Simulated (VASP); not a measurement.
# Mo (Fd-3m) in VASP: single point with PBE

Aim: the single point of Mo with PBE.

Everything below comes from runs of VASP 6.6.1. Logs are shortened: lines on timing, memory, paths and dates and some standing lists are left out, and cuts for length are marked.

## 1. The cell of the first run

The structure is cubic, space group Fd-3m (No. 227). Conventional cell: a = 5.694 Å, b = 5.694 Å, c = 5.694 Å, α = 90.00°, β = 90.00°, γ = 90.00°. Mo (site symmetry -43m) has 4 Mo at 2.47 Å within 3.3 Å.

## 2. Single point, PBE

INCAR reads:

```
PREC = Accurate
ENCUT = 520
EDIFF = 1E-6
ISMEAR = -1
SIGMA = 0.13605693000000002
LREAL = False
LASPH = True
NELM = 60
ALGO = Normal
ISIF = 2
LWAVE = False
LCHARG = True
GGA = PE
LELF = True
LVHAR = True
NBANDS = 21
```

KPOINTS reads:

```
regular mesh
0
Gamma
  8 8 8
```

POSCAR reads:

```
Mo
1.0
    0.0000000000      2.8472426394      2.8472426394
    2.8472426394      0.0000000000      2.8472426394
    2.8472426394      2.8472426394      0.0000000000
Mo
2
Direct
    0.0000000000      0.0000000000      0.0000000000
    0.2500000000      0.2500000000      0.2500000000
```

Potentials or basis: VASP PAW PBE potentials, release 64 (Mo_sv).

Command:

```console
$ cat potpaw_PBE.64/Mo_sv/POTCAR > POTCAR
$ mpirun -np 1 vasp_std > vasp.out
```

OUTCAR:

```text
PREC = Accurate
   ENCUT = 520
   EDIFF = 1E-6
   ISMEAR = -1
   LREAL = False
   LASPH = True
   NELM = 60
   ISIF = 2
   GGA = PE

 ion  position               nearest neighbor table
   1  0.000  0.000  0.000-   2 2.47   2 2.47   2 2.47   2 2.47
   2  0.250  0.250  0.250-   1 2.47   1 2.47   1 2.47   1 2.47

  LATTYP: Found a face centered cubic cell.
 ALAT       =     5.6944852788

  Lattice vectors:

 A1 = (   0.0000000000,   2.8472426394,   2.8472426394)
 A2 = (   2.8472426394,   0.0000000000,   2.8472426394)
 A3 = (   2.8472426394,   2.8472426394,   0.0000000000)

Analysis of symmetry for initial positions (statically):
=====================================================================
 Subroutine PRICEL returns:
 Original cell was already a primitive cell.

 Routine SETGRP: Setting up the symmetry group for a
 face centered cubic supercell.

 Subroutine GETGRP returns: Found 48 space group operations
 (whereof 24 operations were pure point group operations)
 out of a pool of 48 trial point group operations.

The static configuration has the point symmetry T_d .
 The point group associated with its full space group is O_h .

Analysis of symmetry for dynamics (positions and initial velocities):
=====================================================================
 Subroutine PRICEL returns:
 Original cell was already a primitive cell.

 Routine SETGRP: Setting up the symmetry group for a
 face centered cubic supercell.

 Subroutine GETGRP returns: Found 48 space group operations
 (whereof 24 operations were pure point group operations)
 out of a pool of 48 trial point group operations.

The dynamic configuration has the point symmetry T_d .
 The point group associated with its full space group is O_h .

 Subroutine INISYM returns: Found 48 space group operations
 (whereof 24 operations are pure point group operations),
 and found     1 'primitive' translations

----------------------------------------------------------------------------------------

                                     Primitive cell

  volume of cell :      46.1640

  direct lattice vectors                    reciprocal lattice vectors
     0.000000000  2.847242639  2.847242639    -0.175608497  0.175608497  0.175608497
     2.847242639  0.000000000  2.847242639     0.175608497 -0.175608497  0.175608497
     2.847242639  2.847242639  0.000000000     0.175608497  0.175608497 -0.175608497

  length of vectors
     4.026609156  4.026609156  4.026609156     0.304162839  0.304162839  0.304162839

  position of ions in fractional coordinates (direct lattice)
     0.000000000  0.000000000  0.000000000
     0.250000000  0.250000000  0.250000000

  ion indices of the primitive-cell ions
   primitive index   ion index
                 1           1
                 2           2

----------------------------------------------------------------------------------------

 KPOINTS: regular mesh

Automatic generation of k-mesh.
 Grid dimensions read from file:
 generate k-points for:    8    8    8

 Generating k-lattice:

  Cartesian coordinates                     Fractional coordinates (reciprocal lattice)
    -0.021951062  0.021951062  0.021951062     0.125000000  0.000000000  0.000000000
     0.021951062 -0.021951062  0.021951062     0.000000000  0.125000000  0.000000000
     0.021951062  0.021951062 -0.021951062     0.000000000  0.000000000  0.125000000

  Length of vectors
     0.038020355  0.038020355  0.038020355

  Shift w.r.t. Gamma in fractional coordinates (k-lattice)
     0.000000000  0.000000000  0.000000000

 Subroutine IBZKPT returns following result:
 ===========================================

 Found     29 irreducible k-points:

 Following reciprocal coordinates:
            Coordinates               Weight
  0.000000  0.000000  0.000000      1.000000
  0.125000  0.000000  0.000000      8.000000
  0.250000  0.000000  0.000000      8.000000
  0.375000  0.000000  0.000000      8.000000
  0.500000  0.000000  0.000000      4.000000
  0.125000  0.125000  0.000000      6.000000
[... 16 lines left out ...]
  0.500000  0.250000  0.125000     48.000000
 -0.375000  0.250000  0.125000     24.000000
 [... further k-points ...]
   k-points           NKPTS =     29   k-points in BZ     NKDIM =     29   number of bands    NBANDS=     21
   number of dos      NEDOS =    301   number of ions     NIONS =      2
   total plane-waves  NPLWV =  27000
   dimension x,y,z NGX =    30 NGY =   30 NGZ =   30
   dimension x,y,z NGXF=    60 NGYF=   60 NGZF=   60
   ions per type =               2
   NGX,Y,Z   is equivalent  to a cutoff of  12.39, 12.39, 12.39 a.u.
   NGXF,Y,Z  is equivalent  to a cutoff of  24.77, 24.77, 24.77 a.u.
 SYSTEM =  unknown system
   PREC   = accura    normal or accurate (medium, high low for compatibility)
   ISTART =      0    job   : 0-new  1-cont  2-samecut
   ICHARG =      2    charge: 1-file 2-atom 10-const
   ISPIN  =      1    spin polarized calculation?
   LNONCOLLINEAR =      F non collinear calculations
   LSORBIT =      F    spin-orbit coupling
   LASPH  =      T    aspherical Exc in radial PAW
   ENCUT  =  520.0 eV  38.22 Ry    6.18 a.u.   7.49  7.49  7.49*2*pi/ulx,y,z
   NELM   =     60;   NELMIN=  2; NELMDL= -5     # of ELM steps
   EDIFF  = 0.1E-05   stopping-criterion for ELM
   LREAL  =      F    real-space projection
   EDIFFG = 0.1E-04   stopping-criterion for IOM
   NSW    =      0    number of steps for IOM
   IBRION =     -1    ionic relax: 0-MD 1-quasi-New 2-CG
   NFREE  =      0    steps in history (QN), initial steepest desc. (CG)
   ISIF   =      2    stress and relaxation
   ISYM   =      2    0-nonsym 1-usesym 2-fastsym
   POTIM  = 0.5000    time-step for ionic-motion
   TEBEG  =    0.0;   TEEND  =   0.0 temperature during run
   PSTRESS=    0.0 pullay stress
   NELECT =      28.0000    total number of electrons
   NUPDOWN=      -1.0000    fix difference up-down
   EMIN   =  10.00;   EMAX   =-10.00  energy-range for DOS
   EFERMI =   0.00;   METHOD = LEGACY
   ISMEAR =    -1;   SIGMA  =   0.14  broadening in eV -4-tet -1-fermi 0-gaus
   EFERMI_NEDOS =   21; number of points for ismear=-14 and -15
   IALGO  =     38    algorithm
   IMIX   =      4    mixing-type and parameters
     AMIX     =   0.40;   BMIX     =  1.00
     AMIX_MAG =   1.60;   BMIX_MAG =  1.00
  volume/ion in A,a.u.               =      23.08       155.77
  Fermi-wavevector in a.u.,A,eV,Ry     =   1.385776  2.618737 26.128289  1.920375
  Thomas-Fermi vector in A             =   2.510154
   LORBIT       =      0    0 simple, 1 ext, 2 COOP (PROOUT), +10 PAW based schemes
   GGA     = PE    functional components
   LHFCALC =     F    Hartree Fock is set to
   AEXX    =    0.0000 exact exchange contribution
   IVDW    =     0    specifies the selected vdW correction
   LEPSILON=     F    determine dielectric tensor
   LRPA    =     F    only Hartree local field effects (RPA)
 non-spin polarized calculation
  energy-cutoff  :      520.00
  volume of cell :       46.16
 maximum number of plane-waves:      1259
 NGX is ok and might be reduce to    30
   NGX = 15   NGY = 15   NGZ = 15

 number of electron      27.9999993 magnetization

 Free energy of the ion-electron system (eV)
  ---------------------------------------------------
  ext. energy  EPLUGINS =         0.00000000
  ---------------------------------------------------
  free energy    TOTEN  =       -17.49691268 eV

  energy without entropy =      -17.32275016  energy(sigma->0) =      -17.40983142

 E-fermi :   6.8201     XC(G=0): -10.8366

 val. band max:        6.8192813624   @ k =   0.3750   0.0000   0.0000
 cond. band min:       6.8782008357   @ k =   0.3750   0.1250   0.0000
 fundamental gap:      0.0589194732
 Fermi energy:         6.8201203457

 k-point     1 :       0.0000    0.0000    0.0000
  band No.  band energies     occupation
      1     -53.6115      2.00000
      2     -52.9400      2.00000
      3     -28.0079      2.00000
      4     -28.0079      2.00000
      5     -28.0079      2.00000
      6     -26.9130      2.00000
[... 13 lines left out ...]
     20      18.2011      0.00000
     21      18.9468      0.00000

 k-point     2 :       0.1250    0.0000    0.0000
  band No.  band energies     occupation
      1     -53.5931      2.00000
      2     -52.9596      2.00000
      3     -28.0285      2.00000
      4     -28.0285      2.00000
      5     -28.0064      2.00000
      6     -26.9144      2.00000
[... 13 lines left out ...]
     20      17.2030      0.00000
     21      18.7101      0.00000

 k-point     3 :       0.2500    0.0000    0.0000
  band No.  band energies     occupation
      1     -53.5431      2.00000
      2     -53.0124      2.00000
      3     -28.0753      2.00000
      4     -28.0753      2.00000
      5     -28.0042      2.00000
      6     -26.9165      2.00000
[... 13 lines left out ...]
     20      15.3841      0.00000
     21      16.9331      0.00000

 k-point     4 :       0.3750    0.0000    0.0000
  band No.  band energies     occupation
      1     -53.4804      2.00000
      2     -53.0779      2.00000
      3     -28.1184      2.00000
      4     -28.1184      2.00000
      5     -28.0036      2.00000
      6     -26.9163      2.00000
[... 13 lines left out ...]
     20      12.7737      0.00000
     21      16.6461      0.00000

 k-point     5 :       0.5000    0.0000    0.0000
  band No.  band energies     occupation
      1     -53.4474      2.00000
      2     -53.1121      2.00000
      3     -28.1354      2.00000
      4     -28.1354      2.00000
      5     -28.0039      2.00000
      6     -26.9157      2.00000
[... 13 lines left out ...]
     20      11.4929      0.00000
     21      16.5971      0.00000
[... 382 lines left out ...]
     20      11.7659      0.00000
     21      12.1077      0.00000

 k-point    22 :       0.3750    0.2500    0.1250
  band No.  band energies     occupation
      1     -53.4981      2.00000
      2     -53.0596      2.00000
      3     -28.1804      2.00000
      4     -28.1296      2.00000
      5     -27.8666      2.00000
      6     -27.0560      2.00000
[... 13 lines left out ...]
     20      15.1216      0.00000
     21      15.2909      0.00000

 k-point    23 :       0.5000    0.2500    0.1250
  band No.  band energies     occupation
      1     -53.4349      2.00000
      2     -53.1250      2.00000
      3     -28.2372      2.00000
      4     -28.1674      2.00000
      5     -27.8024      2.00000
      6     -27.1156      2.00000
[... 13 lines left out ...]
     20      12.7279      0.00000
     21      14.6515      0.00000

 k-point    24 :      -0.3750    0.2500    0.1250
  band No.  band energies     occupation
      1     -53.3990      2.00000
      2     -53.1619      2.00000
      3     -28.2572      2.00000
      4     -28.1850      2.00000
      5     -27.7732      2.00000
      6     -27.1424      2.00000
[... 13 lines left out ...]
     20      11.4514      0.00000
     21      14.6259      0.00000

 [... further k-points ...]

------------------------ aborting loop because EDIFF is reached ----------------------------------------

  FORCE on cell =-STRESS in cart. coord.  units (eV):
  Direction    XX          YY          ZZ          XY          YZ          ZX
  --------------------------------------------------------------------------------------
  -------------------------------------------------------------------------------------
  Total        0.1027627      0.1027627      0.1027627      0.0000000      0.0000000      0.0000000
  in kB        3.5665042      3.5665042      3.5665042      0.0000000      0.0000000      0.0000000
  external PRESSURE =       3.5665042 kB  Pullay stress =       0.0000000 kB

 VOLUME and BASIS-vectors are now :
 -----------------------------------------------------------------------------
  energy-cutoff  :      520.00
  volume of cell :       46.16
      direct lattice vectors                 reciprocal lattice vectors
     0.000000000  2.847242639  2.847242639    -0.175608497  0.175608497  0.175608497
     2.847242639  0.000000000  2.847242639     0.175608497 -0.175608497  0.175608497
     2.847242639  2.847242639  0.000000000     0.175608497  0.175608497 -0.175608497

 POSITION                                       TOTAL-FORCE (eV/Angst)
 -----------------------------------------------------------------------------------
      0.00000      0.00000      0.00000         0.000000      0.000000      0.000000
      1.42362      1.42362      1.42362        -0.000000     -0.000000     -0.000000
 -----------------------------------------------------------------------------------
    total drift:                                0.000000     -0.000000      0.000000

  FREE ENERGIE OF THE ION-ELECTRON SYSTEM (eV)
  ---------------------------------------------------
  free  energy   TOTEN  =       -17.4969126772 eV

  energy  without entropy=      -17.3227501630  energy(sigma->0) =      -17.40983142
```

It took 45 s on 1 thread of Intel Xeon 6975P-C, shared host; peak memory 0.17 GiB.

Results:

```
Free energy            : -17.4969 eV
Pressure               : 0.4 GPa
Band gap on the k mesh : zero (band 14 reaches 7.11 eV, above the bottom of band 15 at 6.69 eV)
```
